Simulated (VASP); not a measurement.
# MgO (Cm) in VASP: further runs

The runs below take MgO through single point, with PBE.

Program: VASP 6.6.1. These are calculated values, not measurements. Logs are shortened: lines on timing, memory, paths and dates and some standing lists are left out, and cuts for length are marked.

## Step 1: The cell of the first run

It takes space group Cm (No. 8, monoclinic). Conventional cell: a = 5.875 Å, b = 5.360 Å, c = 5.088 Å, α = 90.00°, β = 90.00°, γ = 90.00°. Within 2.5 Å of Mg (site symmetry m) lie 6 O at 1.89 to 2.33 Å. Mg (site symmetry m) has 6 O at 2.16 Å and 2 Mg at 2.68 Å within 2.9 Å. Mg (site symmetry m) has 6 O at 2.16 Å and 3 Mg at 2.63 to 2.68 Å within 2.9 Å. Mg (site symmetry m) has 6 O at 2.16 Å and 3 Mg at 2.63 to 2.70 Å within 2.9 Å. O (site symmetry 1) has 6 Mg at 2.16 to 2.33 Å and 2 O at 2.68 Å within 2.9 Å. O (site symmetry 1) has 6 Mg at 1.89 to 2.33 Å within 2.5 Å.

## Step 2: Single point, PBE (atom 1 (Mg) moved +0.360 Å along Cartesian [0 1 0])

INCAR reads:

```
PREC     = Accurate       # precision mode
ENCUT    = 520            # plane-wave cutoff, eV
EDIFF    = 1E-7           # SCF threshold, eV
ISMEAR   = 0              # smearing method
SIGMA    = 0.05           # smearing width, eV
LREAL    = F              # projectors in reciprocal space
LASPH    = T              # aspherical terms in the spheres
NELM     = 100            # most SCF steps
ALGO     = Normal         # electronic algorithm
ISIF     = 2              # what is computed and relaxed
LWAVE    = F              # write WAVECAR
LCHARG   = F              # write CHGCAR
GGA      = PE             # functional
NBANDS   = 26             # bands
```

KPOINTS reads:

```
regular mesh
0
Gamma
  6 6 6
```

POSCAR reads:

```
MgO
1.0
    1.4688622380      2.5441440255      2.6797873418
   -1.4688622380     -2.5441440255      2.6797873418
    4.4065867139     -2.5441440255      0.0000000000
Mg O
4 4
Direct
    0.5530630336      0.4469369664     -0.0353753558
    0.2500000000      0.7500000000      0.5000000000
    0.7500000000      0.2500000000      0.5000000000
    0.0000000000      0.0000000000      0.0000000000
    0.7500000000      0.7500000000      0.3333333333
    0.5000000000      1.0000000000      0.8333333333
    0.0000000000      0.5000000000      0.8333333333
    0.2500000000      0.2500000000      0.3333333333
```

Potentials or basis: VASP PAW PBE potentials, release 64 (Mg, O).

Run with:

```bash
> cat potpaw_PBE.64/Mg/POTCAR potpaw_PBE.64/O/POTCAR > POTCAR
> mpirun -np 1 vasp_std > vasp.out
```

OUTCAR:

```text
PREC = Accurate
   ENCUT = 520
   EDIFF = 1E-7
   ISMEAR = 0
   LREAL = F
   LASPH = T
   NELM = 100
   ISIF = 2
   GGA = PE

 ion  position               nearest neighbor table
   1  0.553  0.447  0.965-   6 1.89   7 1.89   6 2.33   7 2.33   8 2.33   5 2.33   3 2.63   4 2.63
                             4 2.70   4 2.70   2 2.96   3 2.96   4 3.25   2 3.25
   2  0.250  0.750  0.500-   6 2.16   7 2.16   5 2.16   8 2.16   8 2.16   5 2.16   3 2.68   3 2.68
                             4 2.94   4 2.94   3 2.94   3 2.94   1 2.96   1 3.25
   3  0.750  0.250  0.500-   6 2.16   7 2.16   8 2.16   5 2.16   5 2.16   8 2.16   1 2.63   2 2.68
                             2 2.68   4 2.94   4 2.94   2 2.94   2 2.94   1 2.96
   4  0.000  0.000  0.000-   5 2.16   8 2.16   6 2.16   7 2.16   7 2.16   6 2.16   1 2.63   1 2.70
                             1 2.70   2 2.94   3 2.94   3 2.94   2 2.94   1 3.25
   5  0.750  0.750  0.333-   4 2.16   3 2.16   2 2.16   3 2.16   2 2.16   1 2.33
   6  0.500  0.000  0.833-   1 1.89   2 2.16   3 2.16   4 2.16   4 2.16   1 2.33
   7  0.000  0.500  0.833-   1 1.89   2 2.16   3 2.16   4 2.16   4 2.16   1 2.33
   8  0.250  0.250  0.333-   4 2.16   2 2.16   3 2.16   2 2.16   3 2.16   1 2.33

  LATTYP: Found a base centered orthorhombic cell.
 ALAT       =     5.3595746836
 B/A-ratio  =     1.0962528370
 C/A-ratio  =     0.9493828058

  Lattice vectors:

 A1 = (   1.4688622380,   2.5441440255,   2.6797873418)
 A2 = (  -1.4688622380,  -2.5441440255,   2.6797873418)
 A3 = (   4.4065867139,  -2.5441440255,   0.0000000000)

Analysis of symmetry for initial positions (statically):
=====================================================================
 Subroutine PRICEL returns:
 Original cell was already a primitive cell.

 Routine SETGRP: Setting up the symmetry group for a
 base centered orthorhombic supercell.

 Subroutine GETGRP returns: Found  2 space group operations
 (whereof  2 operations were pure point group operations)
 out of a pool of  8 trial point group operations.

The static configuration has the point symmetry C_1h.

Analysis of symmetry for dynamics (positions and initial velocities):
=====================================================================
 Subroutine PRICEL returns:
 Original cell was already a primitive cell.

 Routine SETGRP: Setting up the symmetry group for a
 base centered orthorhombic supercell.

 Subroutine GETGRP returns: Found  2 space group operations
 (whereof  2 operations were pure point group operations)
 out of a pool of  8 trial point group operations.

The dynamic configuration has the point symmetry C_1h.

 Subroutine INISYM returns: Found  2 space group operations
 (whereof  2 operations are pure point group operations),
 and found     1 'primitive' translations

----------------------------------------------------------------------------------------

                                     Primitive cell

  volume of cell :      80.1149

  direct lattice vectors                    reciprocal lattice vectors
     1.468862238  2.544144026  2.679787342     0.085099880  0.147397316  0.186581969
    -1.468862238 -2.544144026  2.679787342    -0.085099880 -0.147397316  0.186581969
     4.406586714 -2.544144026  0.000000000     0.170199760 -0.098264877  0.000000000

  length of vectors
     3.976365840  3.976365840  5.088288051     0.252548588  0.252548588  0.196529754

  position of ions in fractional coordinates (direct lattice)
     0.553063034  0.446936966  0.964624644
     0.250000000  0.750000000  0.500000000
     0.750000000  0.250000000  0.500000000
     0.000000000  0.000000000  0.000000000
     0.750000000  0.750000000  0.333333333
     0.500000000  0.000000000  0.833333333
     0.000000000  0.500000000  0.833333333
     0.250000000  0.250000000  0.333333333

  ion indices of the primitive-cell ions
   primitive index   ion index
                 1           1
                 2           2
                 3           3
                 4           4
                 5           5
                 6           6
                 7           7
                 8           8

----------------------------------------------------------------------------------------

 KPOINTS: regular mesh

Automatic generation of k-mesh.
 Grid dimensions read from file:
 generate k-points for:    6    6    6

 Generating k-lattice:

  Cartesian coordinates                     Fractional coordinates (reciprocal lattice)
     0.014183313  0.024566219  0.031096995     0.166666667  0.000000000  0.000000000
    -0.014183313 -0.024566219  0.031096995     0.000000000  0.166666667 -0.000000000
     0.028366627 -0.016377480  0.000000000     0.000000000  0.000000000  0.166666667

  Length of vectors
     0.042091431  0.042091431  0.032754959

  Shift w.r.t. Gamma in fractional coordinates (k-lattice)
     0.000000000  0.000000000  0.000000000

 Subroutine IBZKPT returns following result:
 ===========================================

 Found     68 irreducible k-points:

 Following reciprocal coordinates:
            Coordinates               Weight
  0.000000  0.000000  0.000000      1.000000
  0.166667  0.000000  0.000000      4.000000
  0.333333  0.000000  0.000000      4.000000
  0.500000  0.000000  0.000000      2.000000
  0.166667  0.166667  0.000000      2.000000
  0.333333  0.166667 -0.000000      4.000000
[... 16 lines left out ...]
  0.500000  0.166667  0.166667      4.000000
  0.500000 -0.166667  0.166667      4.000000
 [... further k-points ...]
   k-points           NKPTS =     68   k-points in BZ     NKDIM =     68   number of bands    NBANDS=     26
   number of dos      NEDOS =    301   number of ions     NIONS =      8
   total plane-waves  NPLWV =  36000
   dimension x,y,z NGX =    30 NGY =   30 NGZ =   40
   dimension x,y,z NGXF=    60 NGYF=   60 NGZF=   80
   ions per type =               4   4
   NGX,Y,Z   is equivalent  to a cutoff of  12.54, 12.54, 13.07 a.u.
   NGXF,Y,Z  is equivalent  to a cutoff of  25.09, 25.09, 26.14 a.u.
 SYSTEM =  unknown system
   PREC   = accura    normal or accurate (medium, high low for compatibility)
   ISTART =      0    job   : 0-new  1-cont  2-samecut
   ICHARG =      2    charge: 1-file 2-atom 10-const
   ISPIN  =      1    spin polarized calculation?
   LNONCOLLINEAR =      F non collinear calculations
   LSORBIT =      F    spin-orbit coupling
   LASPH  =      T    aspherical Exc in radial PAW
   ENCUT  =  520.0 eV  38.22 Ry    6.18 a.u.   7.39  7.39  9.46*2*pi/ulx,y,z
   NELM   =    100;   NELMIN=  2; NELMDL= -5     # of ELM steps
   EDIFF  = 0.1E-06   stopping-criterion for ELM
   LREAL  =      F    real-space projection
   EDIFFG = 0.1E-05   stopping-criterion for IOM
   NSW    =      0    number of steps for IOM
   IBRION =     -1    ionic relax: 0-MD 1-quasi-New 2-CG
   NFREE  =      0    steps in history (QN), initial steepest desc. (CG)
   ISIF   =      2    stress and relaxation
   ISYM   =      2    0-nonsym 1-usesym 2-fastsym
   POTIM  = 0.5000    time-step for ionic-motion
   TEBEG  =    0.0;   TEEND  =   0.0 temperature during run
   PSTRESS=    0.0 pullay stress
   NELECT =      32.0000    total number of electrons
   NUPDOWN=      -1.0000    fix difference up-down
   EMIN   =  10.00;   EMAX   =-10.00  energy-range for DOS
   EFERMI =   0.00;   METHOD = LEGACY
   ISMEAR =     0;   SIGMA  =   0.05  broadening in eV -4-tet -1-fermi 0-gaus
   EFERMI_NEDOS =   21; number of points for ismear=-14 and -15
   IALGO  =     38    algorithm
   IMIX   =      4    mixing-type and parameters
     AMIX     =   0.40;   BMIX     =  1.00
     AMIX_MAG =   1.60;   BMIX_MAG =  1.00
  volume/ion in A,a.u.               =      10.01        67.58
  Fermi-wavevector in a.u.,A,eV,Ry     =   1.205648  2.278344 19.777247  1.453587
  Thomas-Fermi vector in A             =   2.341338
   LORBIT       =      0    0 simple, 1 ext, 2 COOP (PROOUT), +10 PAW based schemes
   GGA     = PE    functional components
   LHFCALC =     F    Hartree Fock is set to
   AEXX    =    0.0000 exact exchange contribution
   IVDW    =     0    specifies the selected vdW correction
   LEPSILON=     F    determine dielectric tensor
   LRPA    =     F    only Hartree local field effects (RPA)
 non-spin polarized calculation
 Gauss-broadening in eV      SIGMA  =   0.05
  energy-cutoff  :      520.00
  volume of cell :       80.11
 maximum number of plane-waves:      2178
 NGX is ok and might be reduce to    30
   NGX = 15   NGY = 15   NGZ = 19

 number of electron      31.9999989 magnetization

 Free energy of the ion-electron system (eV)
  ---------------------------------------------------
  ext. energy  EPLUGINS =         0.00000000
  ---------------------------------------------------
  free energy    TOTEN  =       -44.28868903 eV

  energy without entropy =      -44.28868903  energy(sigma->0) =      -44.28868903

 E-fermi :   3.9042     XC(G=0): -10.7209

 val. band max:        3.6050068255   @ k =   0.5000   0.5000   0.0000
 cond. band min:       6.2228208181   @ k =   0.0000   0.0000   0.0000
 fundamental gap:      2.6178139927
 Fermi energy:         3.9041545941

 k-point     1 :       0.0000    0.0000    0.0000
  band No.  band energies     occupation
      1     -14.2564      2.00000
      2     -13.0379      2.00000
      3     -12.7280      2.00000
      4     -12.0510      2.00000
      5      -1.5929      2.00000
      6      -0.8002      2.00000
[... 18 lines left out ...]
     25      16.0456      0.00000
     26      16.2203      0.00000

 k-point     2 :       0.1667    0.0000    0.0000
  band No.  band energies     occupation
      1     -14.1539      2.00000
      2     -12.9724      2.00000
      3     -12.8247      2.00000
      4     -12.1188      2.00000
      5      -1.4315      2.00000
      6      -0.7368      2.00000
[... 18 lines left out ...]
     25      15.9943      0.00000
[... 608 lines left out ...]
     25      16.4098      0.00000
     26      17.1017      0.00000

 k-point    24 :       0.5000   -0.1667    0.1667
  band No.  band energies     occupation
      1     -13.5048      2.00000
      2     -13.3492      2.00000
      3     -12.6951      2.00000
      4     -12.4484      2.00000
      5      -0.9151      2.00000
      6      -0.6894      2.00000
[... 18 lines left out ...]
     25      16.5913      0.00000
     26      17.0165      0.00000

 [... further k-points ...]
[... 5 lines left out ...]
  --------------------------------------------------------------------------------------
  -------------------------------------------------------------------------------------
  Total        0.4911839      2.3524516      1.1929505      0.0436596      0.0000000      0.0000000
  in kB        9.8229434     47.0455132     23.8572248      0.8731273      0.0000000      0.0000000
  external PRESSURE =      26.9085605 kB  Pullay stress =       0.0000000 kB

 VOLUME and BASIS-vectors are now :
 -----------------------------------------------------------------------------
  energy-cutoff  :      520.00
  volume of cell :       80.11
      direct lattice vectors                 reciprocal lattice vectors
     1.468862238  2.544144026  2.679787342     0.085099880  0.147397316  0.186581969
    -1.468862238 -2.544144026  2.679787342    -0.085099880 -0.147397316  0.186581969
     4.406586714 -2.544144026  0.000000000     0.170199760 -0.098264877  0.000000000

 POSITION                                       TOTAL-FORCE (eV/Angst)
 -----------------------------------------------------------------------------------
      4.40659     -2.18414      2.67979         0.241320     -3.972451      0.000000
      1.46886     -2.54414      2.67979        -0.525809      0.436783      0.000000
      2.93772      0.00000      2.67979        -0.679247      0.711692      0.000000
      0.00000      0.00000      0.00000         0.935660      0.566458      0.000000
      1.46886     -0.84805      4.01968         0.135704      0.092290      0.046259
      4.40659     -0.84805      1.33989        -0.121666      1.036469     -0.560565
      2.93772     -3.39219      1.33989        -0.121666      1.036469      0.560565
      1.46886     -0.84805      1.33989         0.135704      0.092290     -0.046259
 -----------------------------------------------------------------------------------
    total drift:                               -0.000229      0.000070     -0.000000

  FREE ENERGIE OF THE ION-ELECTRON SYSTEM (eV)
  ---------------------------------------------------
  free  energy   TOTEN  =       -44.2886890281 eV

  energy  without entropy=      -44.2886890281  energy(sigma->0) =      -44.28868903
```

Run time: 68 s. Hardware: 1 thread of Intel Xeon 6975P-C (Granite Rapids), shared host; peak memory 0.24 GiB.

Results:

- Free energy: -44.2887 eV
- Pressure: 2.7 GPa
- Largest force: 3.980 eV/Å
- Band gap on the k mesh: 2.62 eV, indirect (least direct gap 2.77 eV)

Forces on the atoms (eV/Å):
```
Mg   0.241 -3.972  0.000
Mg  -0.526  0.437  0.000
Mg  -0.679  0.712  0.000
Mg   0.936  0.566  0.000
O    0.136  0.092  0.046
O   -0.122  1.036 -0.561
O   -0.122  1.036  0.561
O    0.136  0.092 -0.046
```

Caveat: the cell differs from its parent crystal (atom 1 (Mg) moved +0.360 Å along Cartesian [0 1 0]); forces of over 1 eV/Å act on the atoms, so gaps and moduli don't describe the material at rest. A k mesh can miss the band edges.

## Step 3: Single point, PBE (atom 1 (Mg) moved -0.240 Å along Cartesian [0 1 0])

INCAR reads:

```
SYSTEM = MgO
ALGO = Normal ; EDIFF = 1E-7
ENCUT = 520 ; GGA = PE
ISIF = 2 ; ISMEAR = 0
LASPH = .TRUE. ; LCHARG = .TRUE.
LELF = .TRUE. ; LREAL = .FALSE.
LVHAR = .TRUE. ; LWAVE = .FALSE.
NBANDS = 26 ; NELM = 100
PREC = Accurate ; SIGMA = 0.05
```

KPOINTS reads:

```
k-points
0
G
  6 6 6
  0 0 0
```

POSCAR: that of step 2 with these lines changed.

```diff
@@ -8,3 +8,3 @@
 Direct
-    0.5530630336      0.4469369664     -0.0353753558
+    0.4646246442      0.5353753558      0.0235835705
     0.2500000000      0.7500000000      0.5000000000
```

Potentials or basis: VASP PAW PBE potentials, release 64 (Mg, O).

Run with:

```bash
> cat potpaw_PBE.64/Mg/POTCAR potpaw_PBE.64/O/POTCAR > POTCAR
> mpirun -np 1 vasp_std > vasp.out
```

Wall time 68 s (1 thread of Intel Xeon 6975P-C (Granite Rapids), shared host); peak memory 0.24 GiB.

It converged, with:

| Property | Result |
| --- | --- |
| Free energy | -44.7112 eV |
| Pressure | 0.3 GPa |
| Largest force | 1.718 eV/Å |
| Band gap on the k mesh | 2.72 eV, indirect (least direct gap 2.90 eV) |

Forces in eV/Å, atoms in the order of the input:
```
Mg  -0.233  1.702  0.000
Mg   0.591 -0.458  0.000
Mg   0.291 -0.334  0.000
Mg  -0.659 -0.349  0.000
O    0.015 -0.121  0.080
O   -0.010 -0.159 -0.070
O   -0.010 -0.159  0.070
O    0.015 -0.121 -0.080
```

Stress tensor (GPa, compression positive):
```
 0.18  0.06  0.00
 0.06  1.06  0.00
 0.00  0.00 -0.27
```

Levels at points of the mesh, in eV from the valence-band top:
```tsv
k point	band 13	band 14	band 15	band 16	band 17	band 18	band 19	band 20
(0.00, 0.00, 0.00)	-0.86	-0.76	-0.73	-0.18	2.72	5.70	6.29	6.51
(0.50, 0.00, 0.00)	-2.04	-1.91	-1.02	-1.01	6.06	6.41	7.15	7.56
(0.50, 0.50, 0.00)	-0.54	-0.39	-0.23	0.00	5.62	7.28	7.59	8.03
(0.00, 0.00, 0.50)	-1.00	-0.94	-0.71	-0.23	4.75	5.24	5.49	5.80
(0.50, 0.00, 0.50)	-1.50	-1.47	-1.37	-1.35	6.33	6.88	6.95	7.11
(0.50, 0.50, 0.50)	-0.93	-0.53	-0.44	-0.03	6.13	6.54	7.15	7.38
```

Caveat: the cell differs from its parent crystal (atom 1 (Mg) moved -0.240 Å along Cartesian [0 1 0]); forces of over 1 eV/Å act on the atoms, so gaps and moduli don't describe the material at rest. A k mesh can miss the band edges.
